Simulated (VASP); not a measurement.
Write the native input for VASP 6.6.1 that does the following.

```yaml
Task: single point
Functional: BLYP
Dispersion: D3(BJ)
Potentials_or_basis: VASP PAW PBE potentials, release 64 (Ti_sv)
Cutoff: 520 eV
k_mesh: 10 × 10 × 6
Occupations: fermi-dirac, width 0.05 eV
Spin: no spin polarisation
Dipole_correction: no
Further_INCAR_settings: ALGO = Normal; EDIFF = 1e-07; NBANDS = 19
```

The structure of Ti lies in POSCAR:

```
Ti
1.0
    2.8354571800      0.0000000000      0.0000000000
   -1.4177285900      2.4555779492      0.0000000000
    0.0000000000      0.0000000000      4.4888850592
Ti
2
Direct
    0.6666666667      0.3333333333      0.7500000000
    0.3333333333      0.6666666667      0.2500000000
```

One way to write it, as run:

INCAR

```
PREC = Accurate
ENCUT = 520
EDIFF = 1E-7
ISMEAR = -1
SIGMA = 0.05
LREAL = False
LASPH = True
NELM = 60
ALGO = Normal
ISIF = 2
LWAVE = False
LCHARG = True
GGA = B5
ALDAX = 1.0
AGGAX = 1.0
AGGAC = 1.0
ALDAC = 0.0
IVDW = 12
VDW_S6 = 1.0
VDW_S8 = 2.6996
VDW_A1 = 0.4298
VDW_A2 = 4.2359
LELF = True
LVHAR = True
NBANDS = 19
```

KPOINTS

```
Automatic mesh
0
Gamma
  10 10 6
```

Potentials or basis: VASP PAW PBE potentials, release 64 (Ti_sv).

Run with:

```bash
$ cat potpaw_PBE.64/Ti_sv/POTCAR > POTCAR
$ mpirun -np 1 vasp_std > vasp.out
```

It gave:

```yaml
Pressure: -0.3 GPa
Band_gap_on_the_k_mesh: zero (band 12 reaches 10.73 eV, above the bottom of band 13 at 9.79 eV)
Dispersion_energy_per_atom: -1.590 eV
```

Caveat: the PAW data sets were made with another functional, which shifts forces and pressure a little; pairwise dispersion overbinds metals, which lowers pressure and volume.

Run time: 34 s on 1 thread of Intel(R) Xeon(R) Platinum 8488C (Sapphire Rapids), on a shared host, peak memory 0.17 GiB.
